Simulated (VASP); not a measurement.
# TePtSe3 (Pm-3m) in VASP: single point with PBE

Aim: the single point of TePtSe3 with PBE.

Everything below comes from runs of VASP 6.6.1. Logs are shortened: lines on timing, memory, paths and dates and some standing lists are left out, and cuts for length are marked.

## 1. The cell of the first run

It takes space group Pm-3m (No. 221, cubic). The conventional cell has a = 5.291 Å, b = 5.291 Å, c = 5.291 Å, α = 90.00°, β = 90.00°, γ = 90.00°. Within 3.5 Å of Te (site symmetry m-3m) lie 6 Se at 2.65 Å. Within 4.9 Å of Pt (site symmetry m-3m) lie 12 Se at 3.74 Å and 8 Te at 4.58 Å. Se (site symmetry 4/mmm) has 2 Te at 2.65 Å within 3.5 Å.

The cell was generated, and may not be a known phase.

## 2. Single point, PBE, collinear spin

The input, INCAR:

```
PREC = Accurate ; ENCUT = 520
EDIFF = 1E-7 ; ISMEAR = 0
SIGMA = 0.1 ; LREAL = F
LASPH = T ; NELM = 150
ALGO = Normal ; ISIF = 2
LWAVE = F ; LCHARG = T
ISPIN = 2 ; MAGMOM = 0 0.74 0.16 0.16 0.16
LORBIT = 11 ; LMAXMIX = 4
GGA = PE ; LELF = T
LVHAR = T ; NBANDS = 29
```

The input, KPOINTS:

```
regular mesh
0
Gamma
  8 8 8
```

The input, POSCAR:

```
TePtSe3
1.0
    5.2914391540      0.0000000000      0.0000000000
    0.0000000000      5.2914391540      0.0000000000
    0.0000000000      0.0000000000      5.2914391540
Te Pt Se
1 1 3
Direct
    0.5000000000      0.5000000000      0.5000000000
    0.0000000000      0.0000000000      0.0000000000
    0.0000000000      0.5000000000      0.5000000000
    0.5000000000      0.0000000000      0.5000000000
    0.5000000000      0.5000000000      0.0000000000
```

Potentials or basis: VASP PAW PBE potentials, release 64 (Te, Pt, Se).

On the command line:

```console
$ cat potpaw_PBE.64/Te/POTCAR potpaw_PBE.64/Pt/POTCAR potpaw_PBE.64/Se/POTCAR > POTCAR
$ mpirun -np 1 vasp_std > vasp.out
```

OUTCAR:

```text
PREC = Accurate
   ENCUT = 520
   EDIFF = 1E-7
   ISMEAR = 0
   LREAL = F
   LASPH = T
   NELM = 150
   ISIF = 2
   ISPIN = 2
   LORBIT = 11
   GGA = PE

 ion  position               nearest neighbor table
   1  0.500  0.500  0.500-   3 2.65   4 2.65   5 2.65   5 2.65   4 2.65   3 2.65
   2  0.000  0.000  0.000-
   3  0.000  0.500  0.500-   1 2.65   1 2.65
   4  0.500  0.000  0.500-   1 2.65   1 2.65
   5  0.500  0.500  0.000-   1 2.65   1 2.65

  LATTYP: Found a simple cubic cell.
 ALAT       =     5.2914391540

  Lattice vectors:

 A1 = (   5.2914391540,   0.0000000000,   0.0000000000)
 A2 = (   0.0000000000,   5.2914391540,   0.0000000000)
 A3 = (   0.0000000000,   0.0000000000,   5.2914391540)

Analysis of symmetry for initial positions (statically):
=====================================================================
 Subroutine PRICEL returns:
 Original cell was already a primitive cell.

 Routine SETGRP: Setting up the symmetry group for a
 simple cubic supercell.

 Subroutine GETGRP returns: Found 48 space group operations
 (whereof 48 operations were pure point group operations)
 out of a pool of 48 trial point group operations.

The static configuration has the point symmetry O_h .

Analysis of symmetry for dynamics (positions and initial velocities):
=====================================================================
 Subroutine PRICEL returns:
 Original cell was already a primitive cell.

 Routine SETGRP: Setting up the symmetry group for a
 simple cubic supercell.

 Subroutine GETGRP returns: Found 48 space group operations
 (whereof 48 operations were pure point group operations)
 out of a pool of 48 trial point group operations.

The dynamic configuration has the point symmetry O_h .

Analysis of structural, dynamic, and magnetic symmetry:
=====================================================================
 Subroutine PRICEL returns:
 Original cell was already a primitive cell.

 Routine SETGRP: Setting up the symmetry group for a
 simple cubic supercell.

 Subroutine GETGRP returns: Found 48 space group operations
 (whereof 48 operations were pure point group operations)
 out of a pool of 48 trial point group operations.

The overall configuration has the point symmetry O_h .

 Subroutine INISYM returns: Found 48 space group operations
 (whereof 48 operations are pure point group operations),
 and found     1 'primitive' translations

----------------------------------------------------------------------------------------

                                     Primitive cell

  volume of cell :     148.1567

  direct lattice vectors                    reciprocal lattice vectors
     5.291439154  0.000000000  0.000000000     0.188984503  0.000000000  0.000000000
     0.000000000  5.291439154  0.000000000     0.000000000  0.188984503  0.000000000
     0.000000000  0.000000000  5.291439154     0.000000000  0.000000000  0.188984503

  length of vectors
     5.291439154  5.291439154  5.291439154     0.188984503  0.188984503  0.188984503

  position of ions in fractional coordinates (direct lattice)
     0.500000000  0.500000000  0.500000000
     0.000000000  0.000000000  0.000000000
     0.000000000  0.500000000  0.500000000
     0.500000000  0.000000000  0.500000000
     0.500000000  0.500000000  0.000000000

  ion indices of the primitive-cell ions
   primitive index   ion index
                 1           1
                 2           2
                 3           3
                 4           4
                 5           5

----------------------------------------------------------------------------------------

 KPOINTS: regular mesh

Automatic generation of k-mesh.
 Grid dimensions read from file:
 generate k-points for:    8    8    8

 Generating k-lattice:

  Cartesian coordinates                     Fractional coordinates (reciprocal lattice)
     0.023623063  0.000000000  0.000000000     0.125000000  0.000000000  0.000000000
     0.000000000  0.023623063  0.000000000     0.000000000  0.125000000  0.000000000
     0.000000000  0.000000000  0.023623063     0.000000000  0.000000000  0.125000000

  Length of vectors
     0.023623063  0.023623063  0.023623063

  Shift w.r.t. Gamma in fractional coordinates (k-lattice)
     0.000000000  0.000000000  0.000000000

 Subroutine IBZKPT returns following result:
 ===========================================

 Found     35 irreducible k-points:

 Following reciprocal coordinates:
            Coordinates               Weight
  0.000000  0.000000  0.000000      1.000000
  0.125000  0.000000  0.000000      6.000000
  0.250000  0.000000  0.000000      6.000000
  0.375000  0.000000  0.000000      6.000000
  0.500000  0.000000  0.000000      3.000000
  0.125000  0.125000  0.000000     12.000000
[... 16 lines left out ...]
  0.375000  0.375000  0.125000     24.000000
  0.500000  0.375000  0.125000     24.000000
 [... further k-points ...]
   k-points           NKPTS =     35   k-points in BZ     NKDIM =     35   number of bands    NBANDS=     29
   number of dos      NEDOS =    301   number of ions     NIONS =      5
   total plane-waves  NPLWV =  64000
   dimension x,y,z NGX =    40 NGY =   40 NGZ =   40
   dimension x,y,z NGXF=    80 NGYF=   80 NGZF=   80
   ions per type =               1   1   3
   NGX,Y,Z   is equivalent  to a cutoff of  12.57, 12.57, 12.57 a.u.
   NGXF,Y,Z  is equivalent  to a cutoff of  25.13, 25.13, 25.13 a.u.
 SYSTEM =  unknown system
   PREC   = accura    normal or accurate (medium, high low for compatibility)
   ISTART =      0    job   : 0-new  1-cont  2-samecut
   ICHARG =      2    charge: 1-file 2-atom 10-const
   ISPIN  =      2    spin polarized calculation?
   LNONCOLLINEAR =      F non collinear calculations
   LSORBIT =      F    spin-orbit coupling
   LASPH  =      T    aspherical Exc in radial PAW
   ENCUT  =  520.0 eV  38.22 Ry    6.18 a.u.   9.84  9.84  9.84*2*pi/ulx,y,z
   NELM   =    150;   NELMIN=  2; NELMDL= -5     # of ELM steps
   EDIFF  = 0.1E-06   stopping-criterion for ELM
   LREAL  =      F    real-space projection
   EDIFFG = 0.1E-05   stopping-criterion for IOM
   NSW    =      0    number of steps for IOM
   IBRION =     -1    ionic relax: 0-MD 1-quasi-New 2-CG
   NFREE  =      0    steps in history (QN), initial steepest desc. (CG)
   ISIF   =      2    stress and relaxation
   ISYM   =      2    0-nonsym 1-usesym 2-fastsym
   POTIM  = 0.5000    time-step for ionic-motion
   TEBEG  =    0.0;   TEEND  =   0.0 temperature during run
   PSTRESS=    0.0 pullay stress
   NELECT =      34.0000    total number of electrons
   NUPDOWN=      -1.0000    fix difference up-down
   EMIN   =  10.00;   EMAX   =-10.00  energy-range for DOS
   EFERMI =   0.00;   METHOD = LEGACY
   ISMEAR =     0;   SIGMA  =   0.10  broadening in eV -4-tet -1-fermi 0-gaus
   EFERMI_NEDOS =   21; number of points for ismear=-14 and -15
   IALGO  =     38    algorithm
   IMIX   =      4    mixing-type and parameters
     AMIX     =   0.40;   BMIX     =  1.00
     AMIX_MAG =   1.60;   BMIX_MAG =  1.00
  volume/ion in A,a.u.               =      29.63       199.96
  Fermi-wavevector in a.u.,A,eV,Ry     =   1.002291  1.894056 13.668250  1.004588
  Thomas-Fermi vector in A             =   2.134769
   LORBIT       =     11    0 simple, 1 ext, 2 COOP (PROOUT), +10 PAW based schemes
   GGA     = PE    functional components
   LHFCALC =     F    Hartree Fock is set to
   AEXX    =    0.0000 exact exchange contribution
   IVDW    =     0    specifies the selected vdW correction
   LEPSILON=     F    determine dielectric tensor
   LRPA    =     F    only Hartree local field effects (RPA)
 spin polarized calculation
 Gauss-broadening in eV      SIGMA  =   0.10
  energy-cutoff  :      520.00
  volume of cell :      148.16
 maximum number of plane-waves:      4032
 NGX is ok and might be reduce to    40
   NGX = 19   NGY = 19   NGZ = 19

 number of electron      33.9999994 magnetization       1.7701898

 Free energy of the ion-electron system (eV)
  ---------------------------------------------------
  ext. energy  EPLUGINS =         0.00000000
  ---------------------------------------------------
  free energy    TOTEN  =       -13.84646337 eV

  energy without entropy =      -13.80931882  energy(sigma->0) =      -13.82789109

 E-fermi :   2.7687     XC(G=0):  -9.0012

 val. band max:        2.7632464089   @ k =   0.5000   0.3750   0.0000
 cond. band min:       2.7716572014   @ k =   0.5000   0.3750   0.2500
 fundamental gap:      0.0084107926
 Fermi energy:         2.7687215660

 spin component 1

 k-point     1 :       0.0000    0.0000    0.0000
  band No.  band energies     occupation
      1     -12.2024      1.00000
      2      -9.2535      1.00000
      3      -9.2535      1.00000
      4      -5.6678      1.00000
      5      -3.4656      1.00000
      6      -3.4656      1.00000
[... 21 lines left out ...]
     28      10.4928      0.00000
     29      10.4928      0.00000

 k-point     2 :       0.1250    0.0000    0.0000
  band No.  band energies     occupation
      1     -12.1549      1.00000
      2      -9.3428      1.00000
      3      -9.2517      1.00000
      4      -5.9449      1.00000
      5      -3.4461      1.00000
      6      -3.4461      1.00000
[... 21 lines left out ...]
     28      10.2782      0.00000
     29      10.2782      0.00000

 k-point     3 :       0.2500    0.0000    0.0000
  band No.  band energies     occupation
      1     -12.0264      1.00000
      2      -9.5798      1.00000
      3      -9.2472      1.00000
      4      -6.3475      1.00000
      5      -3.3977      1.00000
      6      -3.3977      1.00000
[... 638 lines left out ...]
      5      -2.7593      1.00000
      6      -0.6259      1.00000
[... 21 lines left out ...]
     28      11.0108      0.00000
     29      11.8729      0.00000

 k-point    24 :       0.5000    0.3750    0.1250
  band No.  band energies     occupation
      1     -11.2922      1.00000
      2      -9.9550      1.00000
      3      -9.7999      1.00000
      4      -7.8988      1.00000
      5      -2.7325      1.00000
      6      -0.6406      1.00000
[... 21 lines left out ...]
     28      11.5539      0.00000
     29      11.5618      0.00000

 [... further k-points ...]

 spin component 2

 k-point     1 :       0.0000    0.0000    0.0000
  band No.  band energies     occupation
      1     -12.0697      1.00000
      2      -8.9793      1.00000
      3      -8.9793      1.00000
      4      -5.5337      1.00000
      5      -3.3826      1.00000
      6      -3.3826      1.00000
[... 21 lines left out ...]
     28      10.6409      0.00000
     29      10.6409      0.00000

 k-point     2 :       0.1250    0.0000    0.0000
  band No.  band energies     occupation
      1     -12.0227      1.00000
      2      -9.0732      1.00000
      3      -8.9774      1.00000
      4      -5.8133      1.00000
      5      -3.3639      1.00000
      6      -3.3639      1.00000
[... 21 lines left out ...]
     28      10.4209      0.00000
     29      10.4209      0.00000

 k-point     3 :       0.2500    0.0000    0.0000
  band No.  band energies     occupation
      1     -11.8957      1.00000
      2      -9.3212      1.00000
      3      -8.9728      1.00000
      4      -6.2102      1.00000
      5      -3.3173      1.00000
      6      -3.3173      1.00000
[... 638 lines left out ...]
      5      -2.6794      1.00000
      6      -0.4952      1.00000
[... 21 lines left out ...]
     28      11.1265      0.00000
     29      12.0185      0.00000

 k-point    24 :       0.5000    0.3750    0.1250
  band No.  band energies     occupation
      1     -11.1756      1.00000
      2      -9.7078      1.00000
      3      -9.5506      1.00000
      4      -7.7416      1.00000
      5      -2.6542      1.00000
      6      -0.4110      1.00000
[... 21 lines left out ...]
     28      11.6853      0.00000
     29      11.6973      0.00000

 [... further k-points ...]
[... 5 lines left out ...]
  --------------------------------------------------------------------------------------
  -------------------------------------------------------------------------------------
  Total       -0.0136639     -0.0136639     -0.0136639      0.0000000      0.0000000      0.0000000
  in kB       -0.1477625     -0.1477625     -0.1477625      0.0000000      0.0000000      0.0000000
  external PRESSURE =      -0.1477625 kB  Pullay stress =       0.0000000 kB

 VOLUME and BASIS-vectors are now :
 -----------------------------------------------------------------------------
  energy-cutoff  :      520.00
  volume of cell :      148.16
      direct lattice vectors                 reciprocal lattice vectors
     5.291439154  0.000000000  0.000000000     0.188984503  0.000000000  0.000000000
     0.000000000  5.291439154  0.000000000     0.000000000  0.188984503  0.000000000
     0.000000000  0.000000000  5.291439154     0.000000000  0.000000000  0.188984503

 POSITION                                       TOTAL-FORCE (eV/Angst)
 -----------------------------------------------------------------------------------
      2.64572      2.64572      2.64572         0.000000      0.000000      0.000000
      0.00000      0.00000      0.00000         0.000000      0.000000      0.000000
      0.00000      2.64572      2.64572         0.000000      0.000000      0.000000
      2.64572      0.00000      2.64572         0.000000      0.000000      0.000000
      2.64572      2.64572      0.00000         0.000000      0.000000      0.000000
 -----------------------------------------------------------------------------------
    total drift:                                0.000000     -0.000000     -0.000000

  FREE ENERGIE OF THE ION-ELECTRON SYSTEM (eV)
  ---------------------------------------------------
  free  energy   TOTEN  =       -13.8464633714 eV

  energy  without entropy=      -13.8093188164  energy(sigma->0) =      -13.82789109

 total charge

# of ion       s       p       d       tot
------------------------------------------
    1        1.439   1.708   0.147   3.293
    2        0.311   0.051   8.201   8.564
    3        1.508   2.180   0.033   3.722
    4        1.508   2.180   0.033   3.722
    5        1.508   2.180   0.033   3.722
--------------------------------------------------
tot          6.275   8.301   8.448  23.023

 magnetization (x)

# of ion       s       p       d       tot
------------------------------------------
    1        0.001  -0.015   0.001  -0.013
    2        0.010  -0.000   0.781   0.790
    3        0.005   0.213   0.000   0.219
    4        0.005   0.213   0.000   0.219
    5        0.005   0.213   0.000   0.219
--------------------------------------------------
tot          0.027   0.624   0.783   1.433
```

It took 3.4 min on 1 thread of Oxide Virtual Turin-like, shared host; peak memory 0.41 GiB.

Results:

```yaml
Free_energy: -13.8465 eV
Pressure: 0.0 GPa
Net_moment: 1.77 μB per cell
Site_moments: Te -0.01; Pt +0.79; Se +0.22 μB
Valence_electrons_inside_the_program's_atomic_spheres: Te 3.29; Pt 8.56; Se 3.72
```

Caveat: spin-orbit coupling is left out, which moves the levels of the heavy elements.
